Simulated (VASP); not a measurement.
A run of VASP 6.6.1 is set up as follows.

INCAR

```
SYSTEM = Hf2SiO6
PREC = Accurate
ENCUT = 520
EDIFF = 1E-7
ISMEAR = 0
SIGMA = 0.1
LREAL = .False.
LASPH = .True.
NELM = 60
ALGO = Normal
ISIF = 2
LWAVE = .False.
LCHARG = .False.
GGA = PE
NBANDS = 40
```

Contents of KPOINTS:

```
Automatic mesh
0
Gamma
  6 6 4
  0 0 0
```

POSCAR

```
Hf2SiO6
1.0
    4.8753067416     -2.9999157075     -0.0375714249
    4.8753067416      2.9999157075     -0.0375714249
   -0.0479413644      0.0000000000      6.3862638899
Hf Si O
2 1 6
Direct
    0.0049498672      0.5085022447      0.8209838439
    0.4914977553     -0.0049498672      0.1790161561
    0.5028493692      0.4971506308      0.5000000000
    0.7689328476      0.4478782659      0.6299997780
    0.7938299281      0.8052344522      1.0005175175
    0.4291560205      0.7381030698      0.3362362862
    0.1947655478      0.2061700719     -0.0005175175
    0.5521217341      0.2310671524      0.3700002220
    0.2618969302      0.5708439795      0.6637637138
```

Potentials or basis: VASP PAW PBE potentials, release 64 (Hf_pv, Si, O).

The run is started by

```console
$ cat potpaw_PBE.64/Hf_pv/POTCAR potpaw_PBE.64/Si/POTCAR potpaw_PBE.64/O/POTCAR > POTCAR
$ mpirun -np 1 vasp_std > vasp.out
```

Problem. Predict the pressure.

Solution. -0.5 GPa.

Problem. Predict the band gap on the k mesh.

Solution. 4.62 eV (least direct gap 4.81 eV).

Stress tensor (GPa, compression positive):
```
-0.58  0.00  0.04
 0.00 -0.50  0.00
 0.04  0.00 -0.50
```

Caveat: spin-orbit coupling is left out, which moves the levels of the heavy elements. A k mesh can miss the band edges.
